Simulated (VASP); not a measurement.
# C in VASP: notebook, part 2 of 2

VASP 6.6.1. Earlier steps stand in the parts before.

## Step 4: Vibrations by perturbation theory, LDA (8.79 Å³/atom)

This run uses another cell than the first one, of 8.79 Å³/atom.

Input file INCAR:

```
PREC = Accurate
ENCUT = 520
EDIFF = 1E-8
ISMEAR = 0
SIGMA = 0.01
LREAL = F
LASPH = T
NELM = 100
ALGO = Normal
ISIF = 2
LWAVE = F
LCHARG = F
NBANDS = 11
IBRION = 8
NSW = 1
LEPSILON = T
```

Input file KPOINTS:

```
regular mesh
0
Gamma
  14 14 8
```

Input file POSCAR:

```
C
1.0
    2.1181834752     -1.2229496642     -0.0118333728
    2.1181834752      1.2229496642     -0.0118333728
   -1.3922739026      0.0000000000      3.4006042504
C
2
Direct
    0.8333725319      0.8333725319      0.0001182554
    0.1666274681      0.1666274681      0.9998817446
```

Potentials or basis: VASP PAW LDA potentials, release 64 (C).

Run with:

```bash
$ cat potpaw_LDA.64/C/POTCAR > POTCAR
$ mpirun -np 1 vasp_std > vasp.out
```

OUTCAR:

```text
PREC = Accurate
   ENCUT = 520
   EDIFF = 1E-8
   ISMEAR = 0
   LREAL = F
   LASPH = T
   NELM = 100
   ISIF = 2
   IBRION = 8
   NSW = 1
   LEPSILON = T

 ion  position               nearest neighbor table
   1  0.833  0.833  0.000-   2 1.41   2 1.41   2 1.41
   2  0.167  0.167  1.000-   1 1.41   1 1.41   1 1.41

  LATTYP: Found a base centered monoclinic cell.
 ALAT       =     4.2364330578
 B/A-ratio  =     0.5773487495
 C/A-ratio  =     0.8673758415
 COS(beta)  =    -0.3840574166

  Lattice vectors:

 A1 = (   2.1181834752,  -1.2229496642,  -0.0118333728)
 A2 = (   2.1181834752,   1.2229496642,  -0.0118333728)
 A3 = (  -1.3922739026,   0.0000000000,   3.4006042504)

Analysis of symmetry for initial positions (statically):
=====================================================================
 Subroutine PRICEL returns:
 Original cell was already a primitive cell.

 Routine SETGRP: Setting up the symmetry group for a
 base centered monoclinic supercell.

 Subroutine GETGRP returns: Found  4 space group operations
 (whereof  4 operations were pure point group operations)
 out of a pool of  4 trial point group operations.

The static configuration has the point symmetry C_2h.

Analysis of symmetry for dynamics (positions and initial velocities):
=====================================================================
 Subroutine PRICEL returns:
 Original cell was already a primitive cell.

 Routine SETGRP: Setting up the symmetry group for a
 base centered monoclinic supercell.

 Subroutine GETGRP returns: Found  4 space group operations
 (whereof  4 operations were pure point group operations)
 out of a pool of  4 trial point group operations.

The dynamic configuration has the point symmetry C_2h.

 Subroutine INISYM returns: Found  4 space group operations
 (whereof  4 operations are pure point group operations),
 and found     1 'primitive' translations

----------------------------------------------------------------------------------------

                                     Primitive cell

  volume of cell :      17.5778

  direct lattice vectors                    reciprocal lattice vectors
[... 536 lines left out ...]
    -0.00599  0.00000  0.00134
     0.00000  0.00613  0.00000
     0.00134  0.00000 -0.00070

--------------------------------------- Ionic step        4  -------------------------------------------
[... 5 lines left out ...]
------------------------ aborting loop because EDIFF is reached ----------------------------------------

--------------------------------------- Ionic step        6  -------------------------------------------

 Free energy of the ion-electron system (eV)
  ---------------------------------------------------
  ---------------------------------------------------
  free energy    TOTEN  =        -0.12217928 eV

  energy without entropy =       -0.12217928

------------------------ aborting loop because EDIFF is reached ----------------------------------------

 INTERNAL STRAIN TENSOR  FOR ION    1  DIRECTION 3   (eV/Angst):
 -----------------------------------------------------------------------------
    -0.14884  0.00000 -0.00196
     0.00000  0.26530  0.00000
    -0.02251  0.00000 -0.18135

 MACROSCOPIC STATIC DIELECTRIC TENSOR (including local field effects in DFT)
 ------------------------------------------------------
          22.894876     0.000000     0.025876
           0.000000    23.303653     0.000000
           0.025877     0.000000     3.671725
 ------------------------------------------------------

 PIEZOELECTRIC TENSOR (including local field effects)  for field in x, y, z        (e  Angst)
          XX          YY          ZZ          XY          YZ          ZX
  --------------------------------------------------------------------------------
  x     0.00000     0.00000     0.00000     0.00000     0.00000     0.00000
  y     0.00000     0.00000     0.00000     0.00000     0.00000     0.00000
  z     0.00000     0.00000     0.00000     0.00000     0.00000     0.00000

 PIEZOELECTRIC TENSOR (including local field effects)  for field in x, y, z        (C/m^2)
          XX          YY          ZZ          XY          YZ          ZX
  --------------------------------------------------------------------------------
  x     0.00000     0.00000     0.00000     0.00000     0.00000     0.00000
  y     0.00000     0.00000     0.00000     0.00000     0.00000     0.00000
  z     0.00000     0.00000     0.00000     0.00000     0.00000     0.00000

 BORN EFFECTIVE CHARGES (including local field effects) (in |e|, cummulative output)
 ---------------------------------------------------------------------------------
 ion    1
    1     0.00000     0.00000     0.00000
    2     0.00000     0.00000     0.00000
    3     0.00000     0.00000     0.00000
 ion    2
    1     0.00000     0.00000     0.00000
    2     0.00000     0.00000     0.00000
    3     0.00000     0.00000     0.00000

 INTERNAL STRAIN TENSOR FOR ION    2 for displacements in x,y,z  (eV/Angst):
          X           Y           Z          XY          YZ          ZX
  --------------------------------------------------------------------------------
  x   -13.51207    13.51666    -0.00042     0.00000     0.00000    -0.08302
  y     0.00000     0.00000     0.00000    13.87474    -0.22219     0.00000
  z     0.14884    -0.26530     0.18135     0.00000     0.00000     0.00196

 SECOND DERIVATIVES (NOT SYMMETRIZED)
 ------------------------------------
               1X          1Y          1Z          2X          2Y          2Z
  1X   -56.771852    0.000000    0.216915   56.771852    0.000000   -0.216915
  1Y     0.000000  -56.780591    0.000000    0.000000   56.780591    0.000000
  1Z     0.216647    0.000000  -17.271940   -0.216647    0.000000   17.271940
  2X    56.771852    0.000000   -0.216915  -56.771852    0.000000    0.216915
  2Y     0.000000   56.780591    0.000000    0.000000  -56.780591    0.000000
  2Z    -0.216647    0.000000   17.271940    0.216647    0.000000  -17.271940

 Eigenvectors and eigenvalues of the dynamical matrix
 ----------------------------------------------------

   1 f  =   48.070218 THz   302.034090 2PiTHz 1603.449890 cm-1   198.802360 meV
             X         Y         Z           dx          dy          dz
      3.530307  0.000000 -0.019321     0.000000   -0.707107    0.000000
     -0.686214  0.000000  3.396259    -0.000000    0.707107   -0.000000
[... 11 lines left out ...]
   4 f  =    0.000000 THz     0.000001 2PiTHz    0.000005 cm-1     0.000001 meV
             X         Y         Z           dx          dy          dz
      3.530307  0.000000 -0.019321    -0.000940    0.395568    0.586110
     -0.686214  0.000000  3.396259    -0.000940    0.395568    0.586110

   5 f/i=    0.000000 THz     0.000002 2PiTHz    0.000011 cm-1     0.000001 meV
             X         Y         Z           dx          dy          dz
      3.530307  0.000000 -0.019321     0.707101   -0.001779    0.002335
     -0.686214  0.000000  3.396259     0.707101   -0.001779    0.002335

   6 f/i=    0.000001 THz     0.000004 2PiTHz    0.000022 cm-1     0.000003 meV
             X         Y         Z           dx          dy          dz
      3.530307  0.000000 -0.019321    -0.002781   -0.586108    0.395562
     -0.686214  0.000000  3.396259    -0.002781   -0.586108    0.395562

--------------------------------------------------------------------------------------------------------

 MACROSCOPIC STATIC DIELECTRIC TENSOR IONIC CONTRIBUTION
 ------------------------------------------------------
           0.000000     0.000000     0.000000
           0.000000     0.000000     0.000000
           0.000000     0.000000     0.000000
 ------------------------------------------------------

 ELASTIC MODULI CONTR FROM IONIC RELAXATION (kBar)
 Direction    XX          YY          ZZ          XY          YZ          ZX
 --------------------------------------------------------------------------------
 XX        -293.1782    293.3374     -0.1021     -0.0000      0.0000     -1.8019
 YY         293.3374   -293.5683      0.2136      0.0000     -0.0000      1.8035
 ZZ          -0.1021      0.2136     -0.1736     -0.0000      0.0000     -0.0016
 XY          -0.0000      0.0000     -0.0000   -309.0269      4.9488     -0.0000
 YZ           0.0000     -0.0000      0.0000      4.9488     -0.0792      0.0000
 ZX          -1.8019      1.8035     -0.0016     -0.0000      0.0000     -0.0111
 --------------------------------------------------------------------------------

 PIEZOELECTRIC TENSOR IONIC CONTR  for field in x, y, z        (C/m^2)
          XX          YY          ZZ          XY          YZ          ZX
  --------------------------------------------------------------------------------
  x     0.00000     0.00000     0.00000     0.00000     0.00000     0.00000
  y     0.00000     0.00000     0.00000     0.00000     0.00000     0.00000
  z     0.00000     0.00000     0.00000     0.00000     0.00000     0.00000
```

OSZICAR:

```text
N       E                     dE             d eps       ncg     rms          rms(c)
DAV:   1    -0.163756798502E+01   -0.16376E+01   -0.40615E+03  9646   0.645E+02
DAV:   2    -0.212266407170E+02   -0.19589E+02   -0.18903E+02 12327   0.120E+02
DAV:   3    -0.216731531723E+02   -0.44651E+00   -0.44581E+00 11895   0.145E+01
DAV:   4    -0.216749080484E+02   -0.17549E-02   -0.17547E-02 10972   0.113E+00
[... 153 lines left out ...]
RMM:   7    -0.122178986917E+00    0.77032E-05   -0.39057E-08 16438   0.612E-04    0.719E-05
RMM:   8    -0.122179211214E+00   -0.22430E-06   -0.34150E-08 16885   0.112E-04    0.392E-05
RMM:   9    -0.122179284280E+00   -0.73066E-07   -0.34219E-08 17132   0.842E-05    0.314E-06
RMM:  10    -0.122179277672E+00    0.66085E-08   -0.34264E-08 17011   0.589E-05    0.160E-06
 Linear response finished
```

stdout:

```text
POSCAR found type information on POSCAR C
 POSCAR found :  1 types and       2 ions
 scaLAPACK will be used
 LDA part: xc-table for (Slater(with rela. corr.)+CA(PZ))
 , standard interpolation
 POSCAR, INCAR and KPOINTS ok, starting setup
 FFT: planning ... GRIDC
 FFT: planning ... GRID_SOFT
 FFT: planning ... GRID
[... 30 lines left out ...]
 force on displaced ion       1 direction 1 : -56.772   0.000   0.217
 Born effective charge ion    1 direction 1 :   0.028   0.000  -0.005
 Linear response progress:
 first order change of Fermi-energy  -0.14056E+02
 force on displaced ion       1 direction 2 :   0.008 -56.781  -0.000
 Born effective charge ion    1 direction 2 :  -0.030   0.016  -0.000
 Linear response progress:
 first order change of Fermi-energy   0.45600E+00
 force on displaced ion       1 direction 3 :   0.217   0.000 -17.272
 Born effective charge ion    1 direction 3 :   0.001   0.000  -0.000
 Born effective charges drift removed
 Linear response finished
```

Wall time 11 min (1 thread of Intel Xeon Platinum 8488C (Sapphire Rapids), shared host); peak memory 0.43 GiB.

What came out:

```yaml
Electronic_dielectric_tensor_diagonal: 22.89, 23.30, 3.67
Born_charges_mean_of_the_diagonal: C +0.00 e
Highest_phonon_frequency_at_Γ: 1603 cm⁻¹
```

Phonon frequencies in cm⁻¹ (negative: imaginary):
| q point | frequencies |
| --- | --- |
| (0.000, 0.000, 0.000) | 0 0 0 884 1603 1603 |

Electronic dielectric tensor:
```
22.89  0.00  0.03
 0.00 23.30  0.00
 0.03  0.00  3.67
```

Born effective charge tensors (e):
atom 1, C
```
0.00 0.00 0.00
0.00 0.00 0.00
0.00 0.00 0.00
```
atom 2, C
```
0.00 0.00 0.00
0.00 0.00 0.00
0.00 0.00 0.00
```
